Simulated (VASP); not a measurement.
# InAs (F-43m) in VASP: a series of runs

InAs is run at these levels: LDA; tasks: elastic constants.

Program: VASP 6.6.1. These are calculated values, not measurements. Logs are shortened: lines on timing, memory, paths and dates and some standing lists are left out, and cuts for length are marked.

### 1 The cell of the first run

Symmetry: F-43m, No. 216, cubic system. The conventional cell has a = 5.841 Å, b = 5.841 Å, c = 5.841 Å, α = 90.00°, β = 90.00°, γ = 90.00°. In (site symmetry -43m) has 4 As at 2.53 Å within 3.3 Å. Within 3.3 Å of As (site symmetry -43m) lie 4 In at 2.53 Å.

### 2 Elastic constants, LDA

The input, INCAR:

```
ALGO     = Normal         # electronic algorithm
EDIFF    = 1E-8           # SCF threshold, eV
ENCUT    = 600            # plane-wave cutoff, eV
GGA      = CA             # functional
IBRION   = 6              # ionic algorithm
ISIF     = 3              # what is computed and relaxed
ISMEAR   = -1             # smearing method
LASPH    = True           # aspherical terms in the spheres
LCHARG   = True           # write CHGCAR
LREAL    = False          # projectors in reciprocal space
LWAVE    = False          # write WAVECAR
NELM     = 60             # most SCF steps
NFREE    = 2            
NSW      = 1              # ionic steps
POTIM    = 0.015          # step
PREC     = Accurate       # precision mode
SIGMA    = 0.08           # smearing width, eV
```

The input, KPOINTS:

```
k-points
0
Gamma
  14 14 14
```

The input, POSCAR:

```
InAs
1.0
    0.0000000000      2.9206718367      2.9206718367
    2.9206718367      0.0000000000      2.9206718367
    2.9206718367      2.9206718367      0.0000000000
In As
1 1
Direct
    0.0000000000      0.0000000000      0.0000000000
    0.7500000000      0.7500000000      0.7500000000
```

Potentials or basis: VASP PAW LDA potentials, release 64 (In_d, As).

Command:

```
$ cat potpaw_LDA.64/In_d/POTCAR potpaw_LDA.64/As/POTCAR > POTCAR
$ mpirun -np 1 vasp_std > vasp.out
```

OUTCAR:

```text
EDIFF = 1E-8
   ENCUT = 600
   GGA = CA
   IBRION = 6
   ISIF = 3
   ISMEAR = -1
   LASPH = True
   LREAL = False
   NELM = 60
   NFREE = 2
   NSW = 1
   POTIM = 0.015
   PREC = Accurate

 ion  position               nearest neighbor table
   1  0.000  0.000  0.000-   2 2.53   2 2.53   2 2.53   2 2.53
   2  0.750  0.750  0.750-   1 2.53   1 2.53   1 2.53   1 2.53

  LATTYP: Found a face centered cubic cell.
 ALAT       =     5.8413436734

  Lattice vectors:

 A1 = (   0.0000000000,   2.9206718367,   2.9206718367)
 A2 = (   2.9206718367,   0.0000000000,   2.9206718367)
 A3 = (   2.9206718367,   2.9206718367,   0.0000000000)

Analysis of symmetry for initial positions (statically):
=====================================================================
 Subroutine PRICEL returns:
 Original cell was already a primitive cell.

 Routine SETGRP: Setting up the symmetry group for a
 face centered cubic supercell.

 Subroutine GETGRP returns: Found 24 space group operations
 (whereof 24 operations were pure point group operations)
 out of a pool of 48 trial point group operations.

The static configuration has the point symmetry T_d .

Analysis of symmetry for dynamics (positions and initial velocities):
=====================================================================
 Subroutine PRICEL returns:
 Original cell was already a primitive cell.

 Routine SETGRP: Setting up the symmetry group for a
 face centered cubic supercell.

 Subroutine GETGRP returns: Found 24 space group operations
 (whereof 24 operations were pure point group operations)
 out of a pool of 48 trial point group operations.

The dynamic configuration has the point symmetry T_d .

 Subroutine INISYM returns: Found 24 space group operations
 (whereof 24 operations are pure point group operations),
 and found     1 'primitive' translations

----------------------------------------------------------------------------------------

                                     Primitive cell

  volume of cell :      49.8286

  direct lattice vectors                    reciprocal lattice vectors
     0.000000000  2.920671837  2.920671837    -0.171193488  0.171193488  0.171193488
     2.920671837  0.000000000  2.920671837     0.171193488 -0.171193488  0.171193488
     2.920671837  2.920671837  0.000000000     0.171193488  0.171193488 -0.171193488

  length of vectors
     4.130453723  4.130453723  4.130453723     0.296515820  0.296515820  0.296515820

  position of ions in fractional coordinates (direct lattice)
     0.000000000  0.000000000  0.000000000
     0.750000000  0.750000000  0.750000000

  ion indices of the primitive-cell ions
   primitive index   ion index
                 1           1
                 2           2

----------------------------------------------------------------------------------------

 KPOINTS: k-points

Automatic generation of k-mesh.
 Grid dimensions read from file:
 generate k-points for:   14   14   14

 Generating k-lattice:

[... 106 lines left out ...]
  ext. energy  EPLUGINS =         0.00000000
  ---------------------------------------------------
  free energy    TOTEN  =        -8.92556291 eV

  energy without entropy =       -8.92529313  energy(sigma->0) =       -8.92542802

------------------------ aborting loop because EDIFF is reached ----------------------------------------

  FORCE on cell =-STRESS in cart. coord.  units (eV):
  Direction    XX          YY          ZZ          XY          YZ          ZX
  --------------------------------------------------------------------------------------
  -------------------------------------------------------------------------------------
  Total        2.2615058      2.2615058      2.2615058      0.0000000      0.0000000      0.0000000
  in kB       72.7160027     72.7160027     72.7160027      0.0000000      0.0000000      0.0000000
  external PRESSURE =      72.7160027 kB  Pullay stress =       0.0000000 kB
[... 89 lines left out ...]
  FREE ENERGIE OF THE ION-ELECTRON SYSTEM (eV)
  ---------------------------------------------------
  free  energy   TOTEN  =        -8.8875904218 eV

  energy  without entropy=       -8.8873546540  energy(sigma->0) =       -8.88747254

[... ionic steps 4 to 14 ...]

--------------------------------------- Ionic step       15  -------------------------------------------

 number of electron      18.0000000 magnetization

------------------------ aborting loop because EDIFF is reached ----------------------------------------
[... 67 lines left out ...]
--------------------------------------- Ionic step       17  -------------------------------------------

 number of electron      18.0000000 magnetization

 Free energy of the ion-electron system (eV)
  ---------------------------------------------------
  ext. energy  EPLUGINS =         0.00000000
  ---------------------------------------------------
  free energy    TOTEN  =        -8.92444775 eV

  energy without entropy =       -8.92417880  energy(sigma->0) =       -8.92431327

 E-fermi :   5.7115     XC(G=0):  -9.8637

 val. band max:        5.6110542181   @ k =   0.0000   0.0000   0.0000
 cond. band min:       6.4038525866   @ k =   0.0000   0.0714   0.0000
 fundamental gap:      0.7927983684
 Fermi energy:         5.7115088653

 k-point     1 :       0.0000    0.0000    0.0000
  band No.  band energies     occupation
      1      -9.1550      2.00000
      2      -9.1506      2.00000
      3      -9.1450      2.00000
      4      -8.9713      2.00000
      5      -8.9712      2.00000
      6      -7.1702      2.00000
      7       5.4423      1.93318
      8       5.4737      1.90269
      9       5.5033      1.86208
     10       5.6111      1.55656
     11       9.3052      0.00000
     12       9.3271      0.00000
     13       9.3507      0.00000
[... 354 lines left out ...]
  band No.  band energies     occupation
      1      -9.2804      2.00000
      2      -9.1134      2.00000
      3      -9.1066      2.00000
      4      -8.9870      2.00000
      5      -8.9592      2.00000
      6      -6.2965      2.00000
      7       1.5570      2.00000
      8       4.0235      2.00000
      9       4.1422      2.00000
     10       7.9280      0.00000
     11       8.8549      0.00000
     12      10.8222      0.00000
     13      11.1419      0.00000

 [... further k-points ...]
[... 5 lines left out ...]
  --------------------------------------------------------------------------------------
  -------------------------------------------------------------------------------------
  Total        2.2617203      2.2653166      2.2653166      0.0000000     -0.1831994      0.0000000
  in kB       72.7228997     72.8385346     72.8385346      0.0000000     -5.8905555      0.0000000
  external PRESSURE =      72.7999896 kB  Pullay stress =       0.0000000 kB
[... 17 lines left out ...]
  FREE ENERGIE OF THE ION-ELECTRON SYSTEM (eV)
  ---------------------------------------------------
  free  energy   TOTEN  =        -8.9244477469 eV

  energy  without entropy=       -8.9241787970  energy(sigma->0) =       -8.92431327

 INTERNAL STRAIN TENSORS FROM STRAINED CELLS
 ============================================

 INTERNAL STRAIN TENSOR FOR ION    1 for displacements in x,y,z  (eV/Angst):
          X           Y           Z          XY          YZ          ZX
  --------------------------------------------------------------------------------
  x     0.00000    -0.00000     0.00000     0.00000   -12.20448     0.00000
  y     0.00000    -0.00000     0.00000     0.00000    -0.00000   -12.20461
  z     0.00000    -0.00000     0.00000   -12.20400    -0.00000     0.00000

 INTERNAL STRAIN TENSORS FROM DISPLACED ATOMS
 ============================================

 INTERNAL STRAIN TENSOR FOR ION    1 for displacements in x,y,z  (eV/Angst):
          X           Y           Z          XY          YZ          ZX
  --------------------------------------------------------------------------------
  x     0.00000    -0.00000    -0.00000     0.00000   -12.21310     0.00000
  y     0.00000    -0.00000     0.00000     0.00000     0.00000   -12.21310
  z    -0.00000    -0.00000     0.00000   -12.21310     0.00000     0.00000

 INTERNAL STRAIN TENSOR FOR ION    2 for displacements in x,y,z  (eV/Angst):
          X           Y           Z          XY          YZ          ZX
  --------------------------------------------------------------------------------
  x    -0.00000     0.00000     0.00000     0.00000    12.21048     0.00000
  y    -0.00000    -0.00000    -0.00000     0.00000     0.00000    12.21048
  z     0.00000     0.00000    -0.00000    12.21048     0.00000     0.00000

 Eigenvectors and eigenvalues of the dynamical matrix
 ----------------------------------------------------

   1 f  =    7.308998 THz    45.923789 2PiTHz  243.801933 cm-1    30.227574 meV
             X         Y         Z           dx          dy          dz
      0.000000  0.000000  0.000000     0.000000    0.628330    0.000000
      4.381008  4.381008  4.381008     0.000000   -0.777947    0.000000
[... 21 lines left out ...]
   6 f/i=    0.000478 THz     0.003004 2PiTHz    0.015950 cm-1     0.001978 meV
             X         Y         Z           dx          dy          dz
      0.000000  0.000000  0.000000     0.000000    0.000000    0.777947
      4.381008  4.381008  4.381008     0.000000    0.000000    0.628330

--------------------------------------------------------------------------------------------------------

 ELASTIC MODULI CONTR FROM IONIC RELAXATION (kBar)
 Direction    XX          YY          ZZ          XY          YZ          ZX
 --------------------------------------------------------------------------------
 XX          -0.0000      0.0000      0.0000     -0.0000      0.0000      0.0000
 YY           0.0000     -0.0000     -0.0000     -0.0000     -0.0000      0.0000
 ZZ           0.0000     -0.0000     -0.0000      0.0000     -0.0000      0.0000
 XY          -0.0000     -0.0000      0.0000   -483.8667     -0.0000      0.0000
 YZ           0.0000     -0.0000     -0.0000     -0.0000   -483.8667      0.0000
 ZX           0.0000      0.0000      0.0000      0.0000      0.0000   -483.8667
 --------------------------------------------------------------------------------

 TOTAL ELASTIC MODULI (kBar)
 Direction    XX          YY          ZZ          XY          YZ          ZX
 --------------------------------------------------------------------------------
 XX        1071.0510    747.6301    747.6301      0.0000      0.0000     -0.0000
 YY         747.6301   1071.0510    747.6301     -0.0000      0.0000      0.0000
 ZZ         747.6301    747.6301   1071.0510      0.0000      0.0000      0.0000
 XY           0.0000     -0.0000      0.0000    379.3408     -0.0000      0.0000
 YZ           0.0000      0.0000      0.0000     -0.0000    379.3408      0.0000
 ZX          -0.0000      0.0000      0.0000      0.0000      0.0000    379.3408
 --------------------------------------------------------------------------------
```

It took 79 min on 1 thread of Intel Xeon Platinum 8259CL at 2.50GHz (Skylake/Cascade Lake), shared host; peak memory 1.1 GiB.

Results:

```yaml
Elastic_constants_C11_C12_C44: 107, 75, 38 GPa
Voigt_bulk_modulus: 86 GPa
Highest_phonon_frequency_at_Γ_LO-TO_splitting_left_out: 244 cm⁻¹
```

Phonon frequencies in cm⁻¹ (negative: imaginary):
```tsv
q point	frequencies
(0.000, 0.000, 0.000)	0 0 0 244 244 244
```

Elastic tensor in Voigt notation (GPa, in the Cartesian axes of the cell as first typed):
```
107  75  75   0   0   0
 75 107  75   0   0   0
 75  75 107   0   0   0
  0   0   0  38   0   0
  0   0   0   0  38   0
  0   0   0   0   0  38
```

Clamped-ion elastic tensor (GPa):
```
107  75  75   0   0   0
 75 107  75   0   0   0
 75  75 107   0   0   0
  0   0   0  86   0   0
  0   0   0   0  86   0
  0   0   0   0   0  86
```

Caveat: the cell is under stress, which shifts elastic constants; spin-orbit coupling is left out, which moves the levels of the heavy elements.

### 3 Elastic constants, LDA

This run uses another cell than the first one, of 27.35 Å³/atom.

The input, INCAR:

```
SYSTEM = InAs
PREC     = Accurate       ! precision mode
ENCUT    = 600            ! plane-wave cutoff, eV
EDIFF    = 1E-8           ! SCF threshold, eV
ISMEAR   = -1             ! smearing method
SIGMA    = 0.08           ! smearing width, eV
LREAL    = .FALSE.        ! projectors in reciprocal space
LASPH    = .TRUE.         ! aspherical terms in the spheres
NELM     = 100            ! most SCF steps
ALGO     = Normal         ! electronic algorithm
ISIF     = 3              ! what is computed and relaxed
LWAVE    = .FALSE.        ! write WAVECAR
LCHARG   = .FALSE.        ! write CHGCAR
NBANDS   = 16             ! bands
IBRION   = 6              ! ionic algorithm
NFREE    = 2            
POTIM    = 0.015          ! step
NSW      = 1              ! ionic steps
```

The input, KPOINTS:

```
Automatic mesh
0
G
  14 14 14
  0 0 0
```

The input, POSCAR:

```
InAs
1.0
    0.0000000000      3.0129702486      3.0129702486
    3.0129702486      0.0000000000      3.0129702486
    3.0129702486      3.0129702486      0.0000000000
In As
1 1
Direct
    0.0000000000      0.0000000000      0.0000000000
    0.7500000000      0.7500000000      0.7500000000
```

Potentials or basis: VASP PAW LDA potentials, release 64 (In_d, As).

Command:

```
$ cat potpaw_LDA.64/In_d/POTCAR potpaw_LDA.64/As/POTCAR > POTCAR
$ mpirun -np 1 vasp_std > vasp.out
```

It took 2.3 h on 1 thread of Oxide Virtual Turin-like, shared host; peak memory 1.2 GiB.

The run converged. Its results:

```yaml
Elastic_constants_C11_C12_C44: 85, 49, 38 GPa
Voigt_bulk_modulus: 61 GPa
Highest_phonon_frequency_at_Γ_LO-TO_splitting_left_out: 216 cm⁻¹
```

Phonon frequencies in cm⁻¹ (negative: imaginary):
```tsv
q point	frequencies
(0.000, 0.000, 0.000)	0 0 0 216 216 216
```

Elastic tensor in Voigt notation (GPa, in the Cartesian axes of the cell as first typed):
```
85 49 49  0  0  0
49 85 49  0  0  0
49 49 85  0  0  0
 0  0  0 38  0  0
 0  0  0  0 38  0
 0  0  0  0  0 38
```

Clamped-ion elastic tensor (GPa):
```
85 49 49  0  0  0
49 85 49  0  0  0
49 49 85  0  0  0
 0  0  0 63  0  0
 0  0  0  0 63  0
 0  0  0  0  0 63
```

Caveat: spin-orbit coupling is left out, which moves the levels of the heavy elements.
